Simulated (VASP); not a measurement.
# NiO (I4/mmm) in VASP: single point with PBEsol

Aim: the single point of NiO with PBEsol.

Everything below comes from runs of VASP 6.6.1. Logs are shortened: lines on timing, memory, paths and dates and some standing lists are left out, and cuts for length are marked.

## Step 1: The cell of the first run

Symmetry: I4/mmm, No. 139, tetragonal system. The conventional cell has a = 3.056 Å, b = 3.056 Å, c = 3.910 Å, α = 90.00°, β = 90.00°, γ = 90.00°. Ni (site symmetry 4/mmm) has 6 O at 1.96 to 2.16 Å within 2.6 Å. Within 2.6 Å of O (site symmetry 4/mmm) lie 6 Ni at 1.96 to 2.16 Å.

## Step 2: Single point, PBEsol, collinear spin, ferromagnetic start (strain +0.050 along x and y, -0.050 along z)

Input file INCAR:

```
SYSTEM = NiO
ALGO = Normal ; EDIFF = 1E-7
ENCUT = 520 ; GGA = PS
ISIF = 2 ; ISMEAR = 0
ISPIN = 2 ; LASPH = .TRUE.
LCHARG = .FALSE. ; LMAXMIX = 4
LORBIT = 11 ; LREAL = .FALSE.
LWAVE = .FALSE. ; MAGMOM = 1.14 0.2
NBANDS = 19 ; NELM = 150
PREC = Accurate ; SIGMA = 0.15
```

Input file KPOINTS:

```
k-points
0
G
  26 26 26
  0 0 0
```

Input file POSCAR:

```
NiO
1.0
    0.0000000000      2.1609599945      1.9551542807
    2.1609599945      0.0000000000      1.9551542807
    2.1609599945      2.1609599945      0.0000000000
Ni O
1 1
Direct
    0.0000000000      0.0000000000      0.0000000000
    0.5000000000      0.5000000000      0.5000000000
```

Potentials or basis: VASP PAW PBE potentials, release 64 (Ni, O).

On the command line:

```sh
$ cat potpaw_PBE.64/Ni/POTCAR potpaw_PBE.64/O/POTCAR > POTCAR
$ mpirun -np 1 vasp_std > vasp.out
```

OUTCAR:

```text
SYSTEM = NiO
   EDIFF = 1E-7
   ENCUT = 520
   GGA = PS
   ISIF = 2
   ISMEAR = 0
   ISPIN = 2
   LASPH = .TRUE.
   LORBIT = 11
   LREAL = .FALSE.
   NELM = 150
   PREC = Accurate

 ion  position               nearest neighbor table
   1  0.000  0.000  0.000-   2 1.96   2 1.96   2 2.16   2 2.16   2 2.16   2 2.16
   2  0.500  0.500  0.500-   1 1.96   1 1.96   1 2.16   1 2.16   1 2.16   1 2.16

  LATTYP: Found a body centered tetragonal cell.
 ALAT       =     3.0560589320
 C/A-ratio  =     1.2795265564

  Lattice vectors:

 A1 = (   0.0000000000,  -2.1609599945,  -1.9551542807)
 A2 = (   0.0000000000,   2.1609599945,  -1.9551542807)
 A3 = (   2.1609599945,   0.0000000000,   1.9551542807)

Analysis of symmetry for initial positions (statically):
=====================================================================
 Subroutine PRICEL returns:
 Original cell was already a primitive cell.

 Routine SETGRP: Setting up the symmetry group for a
 body centered tetragonal supercell.

 Subroutine GETGRP returns: Found 16 space group operations
 (whereof 16 operations were pure point group operations)
 out of a pool of 16 trial point group operations.

The static configuration has the point symmetry D_4h.

Analysis of symmetry for dynamics (positions and initial velocities):
=====================================================================
 Subroutine PRICEL returns:
 Original cell was already a primitive cell.

 Routine SETGRP: Setting up the symmetry group for a
 body centered tetragonal supercell.

 Subroutine GETGRP returns: Found 16 space group operations
 (whereof 16 operations were pure point group operations)
 out of a pool of 16 trial point group operations.

The dynamic configuration has the point symmetry D_4h.

Analysis of structural, dynamic, and magnetic symmetry:
=====================================================================
 Subroutine PRICEL returns:
 Original cell was already a primitive cell.

 Routine SETGRP: Setting up the symmetry group for a
 body centered tetragonal supercell.

 Subroutine GETGRP returns: Found 16 space group operations
 (whereof 16 operations were pure point group operations)
 out of a pool of 16 trial point group operations.

The overall configuration has the point symmetry D_4h.

 Subroutine INISYM returns: Found 16 space group operations
 (whereof 16 operations are pure point group operations),
 and found     1 'primitive' translations

----------------------------------------------------------------------------------------

                                     Primitive cell

  volume of cell :      18.2602

  direct lattice vectors                    reciprocal lattice vectors
     0.000000000  2.160959995  1.955154281    -0.231378647  0.231378647  0.255734294
     2.160959995  0.000000000  1.955154281     0.231378647 -0.231378647  0.255734294
     2.160959995  2.160959995  0.000000000     0.231378647  0.231378647 -0.255734294

  length of vectors
     2.914168211  2.914168211  3.056058932     0.415297708  0.415297708  0.415297708

  position of ions in fractional coordinates (direct lattice)
     0.000000000  0.000000000  0.000000000
     0.500000000  0.500000000  0.500000000

  ion indices of the primitive-cell ions
   primitive index   ion index
                 1           1
                 2           2

----------------------------------------------------------------------------------------

 KPOINTS: k-points

Automatic generation of k-mesh.
 Grid dimensions read from file:
 generate k-points for:   26   26   26

 Generating k-lattice:

  Cartesian coordinates                     Fractional coordinates (reciprocal lattice)
    -0.008899179  0.008899179  0.009835934     0.038461538 -0.000000000  0.000000000
     0.008899179 -0.008899179  0.009835934    -0.000000000  0.038461538  0.000000000
     0.008899179  0.008899179 -0.009835934     0.000000000  0.000000000  0.038461538

  Length of vectors
     0.015972989  0.015972989  0.015972989

  Shift w.r.t. Gamma in fractional coordinates (k-lattice)
     0.000000000  0.000000000  0.000000000

 Subroutine IBZKPT returns following result:
 ===========================================

 Found   1330 irreducible k-points:

 Following reciprocal coordinates:
            Coordinates               Weight
  0.000000  0.000000  0.000000      1.000000
  0.038462  0.000000  0.000000      8.000000
  0.076923  0.000000  0.000000      8.000000
  0.115385  0.000000  0.000000      8.000000
  0.153846  0.000000  0.000000      8.000000
  0.192308  0.000000  0.000000      8.000000
[... 16 lines left out ...]
  0.346154  0.038462  0.000000      8.000000
  0.384615  0.038462  0.000000      8.000000
 [... further k-points ...]
   k-points           NKPTS =   1330   k-points in BZ     NKDIM =   1330   number of bands    NBANDS=     19
   number of dos      NEDOS =    301   number of ions     NIONS =      2
   total plane-waves  NPLWV =  13824
   dimension x,y,z NGX =    24 NGY =   24 NGZ =   24
   dimension x,y,z NGXF=    48 NGYF=   48 NGZF=   48
   ions per type =               1   1
   NGX,Y,Z   is equivalent  to a cutoff of  13.69, 13.69, 13.06 a.u.
   NGXF,Y,Z  is equivalent  to a cutoff of  27.38, 27.38, 26.11 a.u.
 SYSTEM =  NiO
   PREC   = accura    normal or accurate (medium, high low for compatibility)
   ISTART =      0    job   : 0-new  1-cont  2-samecut
   ICHARG =      2    charge: 1-file 2-atom 10-const
   ISPIN  =      2    spin polarized calculation?
   LNONCOLLINEAR =      F non collinear calculations
   LSORBIT =      F    spin-orbit coupling
   LASPH  =      T    aspherical Exc in radial PAW
   ENCUT  =  520.0 eV  38.22 Ry    6.18 a.u.   5.42  5.42  5.68*2*pi/ulx,y,z
   NELM   =    150;   NELMIN=  2; NELMDL= -5     # of ELM steps
   EDIFF  = 0.1E-06   stopping-criterion for ELM
   LREAL  =      F    real-space projection
   EDIFFG = 0.1E-05   stopping-criterion for IOM
   NSW    =      0    number of steps for IOM
   IBRION =     -1    ionic relax: 0-MD 1-quasi-New 2-CG
   NFREE  =      0    steps in history (QN), initial steepest desc. (CG)
   ISIF   =      2    stress and relaxation
   ISYM   =      2    0-nonsym 1-usesym 2-fastsym
   POTIM  = 0.5000    time-step for ionic-motion
   TEBEG  =    0.0;   TEEND  =   0.0 temperature during run
   PSTRESS=    0.0 pullay stress
   NELECT =      16.0000    total number of electrons
   NUPDOWN=      -1.0000    fix difference up-down
   EMIN   =  10.00;   EMAX   =-10.00  energy-range for DOS
   EFERMI =   0.00;   METHOD = LEGACY
   ISMEAR =     0;   SIGMA  =   0.15  broadening in eV -4-tet -1-fermi 0-gaus
   EFERMI_NEDOS =   21; number of points for ismear=-14 and -15
   IALGO  =     38    algorithm
   IMIX   =      4    mixing-type and parameters
     AMIX     =   0.40;   BMIX     =  1.00
     AMIX_MAG =   1.60;   BMIX_MAG =  1.00
  volume/ion in A,a.u.               =       9.13        61.61
  Fermi-wavevector in a.u.,A,eV,Ry     =   1.566559  2.960367 33.390140  2.454106
  Thomas-Fermi vector in A             =   2.668869
   LORBIT       =     11    0 simple, 1 ext, 2 COOP (PROOUT), +10 PAW based schemes
   GGA     = PS    functional components
   LHFCALC =     F    Hartree Fock is set to
   AEXX    =    0.0000 exact exchange contribution
   IVDW    =     0    specifies the selected vdW correction
   LEPSILON=     F    determine dielectric tensor
   LRPA    =     F    only Hartree local field effects (RPA)
 spin polarized calculation
 Gauss-broadening in eV      SIGMA  =   0.15
  energy-cutoff  :      520.00
  volume of cell :       18.26
 maximum number of plane-waves:       519
 NGX is ok and might be reduce to    24
   NGX = 11   NGY = 11   NGZ = 11

 number of electron      15.9999999 magnetization       1.3841674

 Free energy of the ion-electron system (eV)
  ---------------------------------------------------
  ext. energy  EPLUGINS =         0.00000000
  ---------------------------------------------------
  free energy    TOTEN  =       -12.34728348 eV

  energy without entropy =      -12.33008713  energy(sigma->0) =      -12.33868530

 E-fermi :   7.6751     XC(G=0): -12.9133

 val. band max:        7.6744117933   @ k =   0.4615   0.0385   0.0769
 cond. band min:       7.6765852892   @ k =  -0.2308   0.1154   0.3077
 fundamental gap:      0.0021734959
 Fermi energy:         7.6750697303

 spin component 1

 k-point     1 :       0.0000    0.0000    0.0000
  band No.  band energies     occupation
      1     -12.7483      1.00000
      2       4.2877      1.00000
      3       4.6749      1.00000
      4       4.6749      1.00000
      5       4.8403      1.00000
      6       4.9611      1.00000
[... 11 lines left out ...]
     18      32.6559      0.00000
     19      35.0226      0.00000
[... 485 lines left out ...]
 k-point    24 :       0.3846    0.0385    0.0000
  band No.  band energies     occupation
      1     -11.5641      1.00000
      2      -0.1323      1.00000
      3       1.8192      1.00000
      4       2.2031      1.00000
      5       5.8771      1.00000
      6       5.8785      1.00000
[... 11 lines left out ...]
     18      38.0721      0.00000
     19      38.5313      0.00000

 [... further k-points ...]

 spin component 2

 k-point     1 :       0.0000    0.0000    0.0000
  band No.  band energies     occupation
      1     -12.4080      1.00000
      2       4.6174      1.00000
      3       5.1091      1.00000
      4       5.1091      1.00000
      5       5.8229      1.00000
      6       5.8229      1.00000
[... 11 lines left out ...]
     18      33.0231      0.00000
     19      35.4485      0.00000
[... 485 lines left out ...]
 k-point    24 :       0.3846    0.0385    0.0000
  band No.  band energies     occupation
      1     -11.1946      1.00000
      2       0.1919      1.00000
      3       2.6275      1.00000
      4       2.9390      1.00000
      5       6.6615      1.00000
      6       6.8985      1.00000
[... 11 lines left out ...]
     18      38.3809      0.00000
     19      38.7935      0.00000

 [... further k-points ...]
[... 5 lines left out ...]
  --------------------------------------------------------------------------------------
  -------------------------------------------------------------------------------------
  Total       -1.0120411     -1.0120411      0.2521090      0.0000000      0.0000000     -0.0000000
  in kB      -88.7982221    -88.7982221     22.1204742      0.0000000      0.0000000     -0.0000000
  external PRESSURE =     -51.8253233 kB  Pullay stress =       0.0000000 kB

 VOLUME and BASIS-vectors are now :
 -----------------------------------------------------------------------------
  energy-cutoff  :      520.00
  volume of cell :       18.26
      direct lattice vectors                 reciprocal lattice vectors
     0.000000000  2.160959995  1.955154281    -0.231378647  0.231378647  0.255734294
     2.160959995  0.000000000  1.955154281     0.231378647 -0.231378647  0.255734294
     2.160959995  2.160959995  0.000000000     0.231378647  0.231378647 -0.255734294

 POSITION                                       TOTAL-FORCE (eV/Angst)
 -----------------------------------------------------------------------------------
      0.00000      0.00000      0.00000         0.000000      0.000000     -0.000000
      2.16096      2.16096      1.95515         0.000000      0.000000      0.000000
 -----------------------------------------------------------------------------------
    total drift:                                0.000000     -0.000000     -0.000000

  FREE ENERGIE OF THE ION-ELECTRON SYSTEM (eV)
  ---------------------------------------------------
  free  energy   TOTEN  =       -12.3472834793 eV

  energy  without entropy=      -12.3300871265  energy(sigma->0) =      -12.33868530

 total charge

# of ion       s       p       d       tot
------------------------------------------
    1        0.345   0.420   8.297   9.063
    2        1.557   3.384   0.000   4.941
--------------------------------------------------
tot          1.902   3.804   8.297  14.003

 magnetization (x)

# of ion       s       p       d       tot
------------------------------------------
    1        0.011   0.012   1.123   1.147
    2        0.023   0.181   0.000   0.204
--------------------------------------------------
tot          0.034   0.193   1.123   1.351
```

It took 26 min on 1 thread of Oxide Virtual Turin-like, shared host; peak memory 0.7 GiB.

What came out:

* Free energy: -12.3473 eV
* Pressure: -5.2 GPa
* Net moment: 1.38 μB per cell
* Site moments: Ni +1.15; O +0.20 μB
* Valence electrons inside the program's atomic spheres: Ni 9.06; O 4.94

Stress tensor (GPa, compression positive):
```
-8.88  0.00  0.00
 0.00 -8.88  0.00
 0.00  0.00  2.21
```

Caveat: the cell differs from its parent crystal (strain +0.050 along x and y, -0.050 along z); the cell stands under tension; the PAW data sets were made with another functional, which shifts forces and pressure a little; a cell with one magnetic atom can't hold antiferromagnetic order, which such compounds often take; semilocal functionals often make such compounds metallic where correlation or magnetic order opens a gap, which also shifts bond lengths.
